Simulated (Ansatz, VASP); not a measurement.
**Pb3O2 in VASP and in Ansatz**

```xyz
5
Lattice="6.8068 0.0000 0.0000 -3.4034 5.8948 0.0000 0.0000 0.0000 3.5857" Properties=species:S:1:pos:R:3 pbc="T T T"
Pb    3.4034    0.0000    2.8780
Pb   -1.7017    2.9474    2.8780
Pb    1.7017    2.9474    2.8780
O     3.4034    1.9649    1.4623
O     0.0000    3.9299    1.4623
```

Alike in both runs: functional PBE; k mesh 6 × 6 × 10; occupations gaussian, width 0.1 eV; no spin polarisation.

Ansatz relaxed the structure, and its values are those at the end. VASP's run is a single point on that final structure, the one shown.

|  | VASP | Ansatz |
| --- | --- | --- |
| version | VASP 6.6.1 | Ansatz 0.2.0 |
| potentials or method | VASP PAW PBE potentials, release 64 (Pb_d, O), cutoff 520 eV | scalar-relativistic, plane waves, PAW |
| valence electrons in the cell | 54 | 54 |

|  | VASP | Ansatz | Ansatz less VASP |
| --- | --- | --- | --- |
| gap on the k mesh at the Fermi level (eV) | none | none | - |
| pressure (GPa) | 0.0 | 0.0 | +0.02 |
| rms of the force components (eV/Å) | 0.011 | 0.000 | -0.0107 |

A gap of «none» marks a metal or a gap that the smearing closes.

Spin-orbit coupling is off throughout.
